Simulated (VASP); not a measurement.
# NbCuP2 (P-6m2) in VASP: further runs

The runs below take NbCuP2 through single point, relaxation of cell and atoms, with PBE.

All numbers are computed with VASP 6.6.1; they aren't measurements. Logs are shortened: lines on timing, memory, paths and dates and some standing lists are left out, and cuts for length are marked.

**1. The cell of the first run**

Symmetry: P-6m2, No. 187, hexagonal system. The conventional cell has a = 3.258 Å, b = 3.258 Å, c = 6.275 Å, α = 90.00°, β = 90.00°, γ = 120.00°. Within 3.3 Å of Nb (site symmetry -6m2) lie 6 P at 2.50 Å and 2 Cu at 3.14 Å and 6 Nb at 3.26 Å. Within 3.2 Å of Cu (site symmetry -6m2) lie 6 P at 2.40 Å and 2 Nb at 3.14 Å. Within 3.2 Å of P (site symmetry 3m) lie 3 Cu at 2.40 Å and 3 Nb at 2.50 Å and 1 P at 2.98 Å.

**2. Single point, PBE**

File INCAR:

```
PREC = Accurate
ENCUT = 520
EDIFF = 1E-7
ISMEAR = 0
SIGMA = 0.1
LREAL = F
LASPH = T
NELM = 60
ALGO = Normal
ISIF = 2
LWAVE = F
LCHARG = F
GGA = PE
NBANDS = 25
```

File KPOINTS:

```
regular mesh
0
Gamma
  6 6 4
```

File POSCAR:

```
NbCuP2
1.0
    3.2578213600      0.0000000000      0.0000000000
   -1.6289106800      2.8213560600      0.0000000000
    0.0000000000      0.0000000000      6.2751607200
Nb Cu P
1 1 2
Direct
    0.3333333300      0.6666666700      0.5000000000
    0.3333333300      0.6666666700      0.0000000000
    0.0000000000      0.0000000000      0.7624436100
    0.0000000000      0.0000000000      0.2375563900
```

Potentials or basis: VASP PAW PBE potentials, release 64 (Nb_sv, Cu, P).

Launch:

```console
> cat potpaw_PBE.64/Nb_sv/POTCAR potpaw_PBE.64/Cu/POTCAR potpaw_PBE.64/P/POTCAR > POTCAR
> mpirun -np 1 vasp_std > vasp.out
```

OUTCAR:

```text
PREC = Accurate
   ENCUT = 520
   EDIFF = 1E-7
   ISMEAR = 0
   LREAL = F
   LASPH = T
   NELM = 60
   ISIF = 2
   GGA = PE

 ion  position               nearest neighbor table
   1  0.333  0.667  0.500-   3 2.50   4 2.50   3 2.50   4 2.50   3 2.50   4 2.50
   2  0.333  0.667  0.000-   3 2.40   4 2.40   3 2.40   4 2.40   3 2.40   4 2.40
   3  0.000  0.000  0.762-   2 2.40   2 2.40   2 2.40   1 2.50   1 2.50   1 2.50
   4  0.000  0.000  0.238-   2 2.40   2 2.40   2 2.40   1 2.50   1 2.50   1 2.50

  LATTYP: Found a hexagonal cell.
 ALAT       =     3.2578213600
 C/A-ratio  =     1.9261831840

  Lattice vectors:

 A1 = (   3.2578213600,   0.0000000000,   0.0000000000)
 A2 = (  -1.6289106800,   2.8213560600,   0.0000000000)
 A3 = (   0.0000000000,   0.0000000000,   6.2751607200)

Analysis of symmetry for initial positions (statically):
=====================================================================
 Subroutine PRICEL returns:
 Original cell was already a primitive cell.

 Routine SETGRP: Setting up the symmetry group for a
 hexagonal supercell.

 Subroutine GETGRP returns: Found 12 space group operations
 (whereof 12 operations were pure point group operations)
 out of a pool of 24 trial point group operations.

The static configuration has the point symmetry D_3h.

Analysis of symmetry for dynamics (positions and initial velocities):
=====================================================================
 Subroutine PRICEL returns:
 Original cell was already a primitive cell.

 Routine SETGRP: Setting up the symmetry group for a
 hexagonal supercell.

 Subroutine GETGRP returns: Found 12 space group operations
 (whereof 12 operations were pure point group operations)
 out of a pool of 24 trial point group operations.

The dynamic configuration has the point symmetry D_3h.

 Subroutine INISYM returns: Found 12 space group operations
 (whereof 12 operations are pure point group operations),
 and found     1 'primitive' translations

----------------------------------------------------------------------------------------

                                     Primitive cell

  volume of cell :      57.6780

  direct lattice vectors                    reciprocal lattice vectors
     3.257821360  0.000000000  0.000000000     0.306953602  0.177219744  0.000000000
    -1.628910680  2.821356060  0.000000000     0.000000000  0.354439489  0.000000000
     0.000000000  0.000000000  6.275160720     0.000000000  0.000000000  0.159358468

  length of vectors
     3.257821360  3.257821361  6.275160720     0.354439489  0.354439489  0.159358468

  position of ions in fractional coordinates (direct lattice)
     0.333333330  0.666666670  0.500000000
     0.333333330  0.666666670  0.000000000
     0.000000000  0.000000000  0.762443610
     0.000000000  0.000000000  0.237556390

  ion indices of the primitive-cell ions
   primitive index   ion index
                 1           1
                 2           2
                 3           3
                 4           4

----------------------------------------------------------------------------------------

 KPOINTS: regular mesh

Automatic generation of k-mesh.
 Grid dimensions read from file:
 generate k-points for:    6    6    4

 Generating k-lattice:

  Cartesian coordinates                     Fractional coordinates (reciprocal lattice)
     0.051158934  0.029536624  0.000000000     0.166666667  0.000000000  0.000000000
     0.000000000  0.059073248  0.000000000     0.000000000  0.166666667  0.000000000
     0.000000000  0.000000000  0.039839617     0.000000000  0.000000000  0.250000000

  Length of vectors
     0.059073248  0.059073248  0.039839617

  Shift w.r.t. Gamma in fractional coordinates (k-lattice)
     0.000000000  0.000000000  0.000000000

 Subroutine IBZKPT returns following result:
 ===========================================

 Found     21 irreducible k-points:

 Following reciprocal coordinates:
            Coordinates               Weight
  0.000000  0.000000  0.000000      1.000000
  0.166667  0.000000  0.000000      6.000000
  0.333333 -0.000000  0.000000      6.000000
  0.500000  0.000000  0.000000      3.000000
  0.166667  0.166667  0.000000      6.000000
  0.333333  0.166667  0.000000     12.000000
[... 13 lines left out ...]
  0.333333  0.166667  0.500000     12.000000
  0.333333  0.333333  0.500000      2.000000
   k-points           NKPTS =     21   k-points in BZ     NKDIM =     21   number of bands    NBANDS=     25
   number of dos      NEDOS =    301   number of ions     NIONS =      4
   total plane-waves  NPLWV =  27648
   dimension x,y,z NGX =    24 NGY =   24 NGZ =   48
   dimension x,y,z NGXF=    48 NGYF=   48 NGZF=   96
   ions per type =               1   1   2
   NGX,Y,Z   is equivalent  to a cutoff of  12.25, 12.25, 12.72 a.u.
   NGXF,Y,Z  is equivalent  to a cutoff of  24.49, 24.49, 25.43 a.u.
 SYSTEM =  unknown system
   PREC   = accura    normal or accurate (medium, high low for compatibility)
   ISTART =      0    job   : 0-new  1-cont  2-samecut
   ICHARG =      2    charge: 1-file 2-atom 10-const
   ISPIN  =      1    spin polarized calculation?
   LNONCOLLINEAR =      F non collinear calculations
   LSORBIT =      F    spin-orbit coupling
   LASPH  =      T    aspherical Exc in radial PAW
   ENCUT  =  520.0 eV  38.22 Ry    6.18 a.u.   6.06  6.06 11.67*2*pi/ulx,y,z
   NELM   =     60;   NELMIN=  2; NELMDL= -5     # of ELM steps
   EDIFF  = 0.1E-06   stopping-criterion for ELM
   LREAL  =      F    real-space projection
   EDIFFG = 0.1E-05   stopping-criterion for IOM
   NSW    =      0    number of steps for IOM
   IBRION =     -1    ionic relax: 0-MD 1-quasi-New 2-CG
   NFREE  =      0    steps in history (QN), initial steepest desc. (CG)
   ISIF   =      2    stress and relaxation
   ISYM   =      2    0-nonsym 1-usesym 2-fastsym
   POTIM  = 0.5000    time-step for ionic-motion
   TEBEG  =    0.0;   TEEND  =   0.0 temperature during run
   PSTRESS=    0.0 pullay stress
   NELECT =      34.0000    total number of electrons
   NUPDOWN=      -1.0000    fix difference up-down
   EMIN   =  10.00;   EMAX   =-10.00  energy-range for DOS
   EFERMI =   0.00;   METHOD = LEGACY
   ISMEAR =     0;   SIGMA  =   0.10  broadening in eV -4-tet -1-fermi 0-gaus
   EFERMI_NEDOS =   21; number of points for ismear=-14 and -15
   IALGO  =     38    algorithm
   IMIX   =      4    mixing-type and parameters
     AMIX     =   0.40;   BMIX     =  1.00
     AMIX_MAG =   1.60;   BMIX_MAG =  1.00
  volume/ion in A,a.u.               =      14.42        97.31
  Fermi-wavevector in a.u.,A,eV,Ry     =   1.372665  2.593960 25.636211  1.884208
  Thomas-Fermi vector in A             =   2.498251
   LORBIT       =      0    0 simple, 1 ext, 2 COOP (PROOUT), +10 PAW based schemes
   GGA     = PE    functional components
   LHFCALC =     F    Hartree Fock is set to
   AEXX    =    0.0000 exact exchange contribution
   IVDW    =     0    specifies the selected vdW correction
   LEPSILON=     F    determine dielectric tensor
   LRPA    =     F    only Hartree local field effects (RPA)
 non-spin polarized calculation
 Gauss-broadening in eV      SIGMA  =   0.10
  energy-cutoff  :      520.00
  volume of cell :       57.68
 maximum number of plane-waves:      1584
   NGX = 13   NGY = 13   NGZ = 23

 number of electron      34.0000007 magnetization

 Free energy of the ion-electron system (eV)
  ---------------------------------------------------
  ext. energy  EPLUGINS =         0.00000000
  ---------------------------------------------------
  free energy    TOTEN  =       -25.89554813 eV

  energy without entropy =      -25.89224442  energy(sigma->0) =      -25.89389628

 E-fermi :  10.1529     XC(G=0): -12.0042

 val. band max:       10.1305705006   @ k =   0.3333  -0.0000   0.5000
 cond. band min:      10.2689747486   @ k =   0.3333  -0.0000   0.5000
 fundamental gap:      0.1384042480
 Fermi energy:        10.1529170893

 k-point     1 :       0.0000    0.0000    0.0000
  band No.  band energies     occupation
      1     -44.7396      2.00000
      2     -21.0529      2.00000
      3     -20.6063      2.00000
      4     -20.6063      2.00000
      5      -3.6058      2.00000
      6      -1.0510      2.00000
[... 17 lines left out ...]
     24      18.0384      0.00000
     25      18.0529      0.00000

 k-point     2 :       0.1667    0.0000    0.0000
  band No.  band energies     occupation
      1     -44.7276      2.00000
      2     -21.0293      2.00000
      3     -20.7264      2.00000
      4     -20.6334      2.00000
      5      -3.1475      2.00000
      6      -0.8506      2.00000
[... 17 lines left out ...]
     24      18.2462      0.00000
     25      18.6957      0.00000

 k-point     3 :       0.3333   -0.0000    0.0000
  band No.  band energies     occupation
      1     -44.7035      2.00000
      2     -20.9815      2.00000
      3     -20.9595      2.00000
      4     -20.6870      2.00000
      5      -1.9559      2.00000
      6      -0.3590      2.00000
[... 17 lines left out ...]
     24      16.0567      0.00000
     25      17.1389      0.00000

 k-point     4 :       0.5000    0.0000    0.0000
  band No.  band energies     occupation
      1     -44.6914      2.00000
      2     -21.0728      2.00000
      3     -20.9575      2.00000
      4     -20.7136      2.00000
      5      -1.0254      2.00000
      6      -0.0387      2.00000
[... 17 lines left out ...]
     24      15.7829      0.00000
     25      17.2284      0.00000

 k-point     5 :       0.1667    0.1667    0.0000
  band No.  band energies     occupation
      1     -44.7095      2.00000
      2     -20.9935      2.00000
      3     -20.8800      2.00000
      4     -20.6966      2.00000
      5      -2.3131      2.00000
      6      -0.4919      2.00000
[... 17 lines left out ...]
     24      17.6045      0.00000
     25      17.9771      0.00000

 k-point     6 :       0.3333    0.1667    0.0000
  band No.  band energies     occupation
      1     -44.6914      2.00000
      2     -21.0147      2.00000
      3     -20.9576      2.00000
      4     -20.7749      2.00000
      5      -1.1064      2.00000
      6      -0.0095      2.00000
[... 17 lines left out ...]
     24      15.7593      0.00000
     25      17.7795      0.00000
[... 309 lines left out ...]
 k-point    18 :       0.5000    0.0000    0.5000
  band No.  band energies     occupation
      1     -44.6914      2.00000
      2     -21.0728      2.00000
      3     -20.9580      2.00000
      4     -20.7136      2.00000
      5      -1.0067      2.00000
      6      -0.0541      2.00000
[... 17 lines left out ...]
     24      16.3113      0.00000
     25      17.0950      0.00000

 k-point    19 :       0.1667    0.1667    0.5000
  band No.  band energies     occupation
      1     -44.7095      2.00000
      2     -20.9941      2.00000
      3     -20.8799      2.00000
      4     -20.6966      2.00000
      5      -1.9181      2.00000
      6      -1.1586      2.00000
[... 17 lines left out ...]
     24      17.7348      0.00000
     25      18.8826      0.00000

 k-point    20 :       0.3333    0.1667    0.5000
  band No.  band energies     occupation
      1     -44.6914      2.00000
      2     -21.0146      2.00000
      3     -20.9581      2.00000
      4     -20.7749      2.00000
      5      -1.0452      2.00000
      6      -0.1063      2.00000
[... 17 lines left out ...]
     24      17.2754      0.00000
     25      18.0537      0.00000

 k-point    21 :       0.3333    0.3333    0.5000
  band No.  band energies     occupation
      1     -44.6854      2.00000
      2     -20.9562      2.00000
      3     -20.9461      2.00000
      4     -20.9064      2.00000
      5      -0.6809      2.00000
      6       0.3171      2.00000
[... 17 lines left out ...]
     24      16.9452      0.00000
     25      17.8687      0.00000

------------------------ aborting loop because EDIFF is reached ----------------------------------------

  FORCE on cell =-STRESS in cart. coord.  units (eV):
  Direction    XX          YY          ZZ          XY          YZ          ZX
  --------------------------------------------------------------------------------------
  -------------------------------------------------------------------------------------
  Total        5.8945302      5.8945302     -3.0205505      0.0000000      0.0000000      0.0000000
  in kB      163.7381057    163.7381059    -83.9047715      0.0000000      0.0000000      0.0000000
  external PRESSURE =      81.1904800 kB  Pullay stress =       0.0000000 kB

 VOLUME and BASIS-vectors are now :
 -----------------------------------------------------------------------------
  energy-cutoff  :      520.00
  volume of cell :       57.68
      direct lattice vectors                 reciprocal lattice vectors
     3.257821360  0.000000000  0.000000000     0.306953602  0.177219744  0.000000000
    -1.628910680  2.821356060  0.000000000     0.000000000  0.354439489  0.000000000
     0.000000000  0.000000000  6.275160720     0.000000000  0.000000000  0.159358468

 POSITION                                       TOTAL-FORCE (eV/Angst)
 -----------------------------------------------------------------------------------
     -0.00000      1.88090      3.13758         0.000000     -0.000000      0.000000
     -0.00000      1.88090      0.00000        -0.000000     -0.000000      0.000000
      0.00000      0.00000      4.78446         0.000000      0.000000     -0.210404
      0.00000      0.00000      1.49070         0.000000      0.000000      0.210404
 -----------------------------------------------------------------------------------
    total drift:                                0.000035     -0.000020      0.000000

  FREE ENERGIE OF THE ION-ELECTRON SYSTEM (eV)
  ---------------------------------------------------
  free  energy   TOTEN  =       -25.8955481291 eV

  energy  without entropy=      -25.8922444227  energy(sigma->0) =      -25.89389628
```

Wall time 52 s (1 thread of Oxide Virtual Turin-like, shared host); peak memory 0.15 GiB.

Results:

| Item | Value |
| --- | --- |
| Free energy | -25.8955 eV |
| Pressure | 8.1 GPa |
| Largest force | 0.210 eV/Å |
| Band gap on the k mesh | zero (band 17 reaches 10.73 eV, above the bottom of band 18 at 9.86 eV) |

Forces in eV/Å, atoms in the order of the input:
```
Nb   0.000  0.000  0.000
Cu   0.000  0.000  0.000
P    0.000  0.000 -0.210
P    0.000  0.000  0.210
```

Stress tensor (GPa, compression positive):
```
16.37  0.00  0.00
 0.00 16.37  0.00
 0.00  0.00 -8.39
```

Caveat: the k points lie up to 0.37 Å⁻¹ apart.

(Part 1 of 2 ends here.)
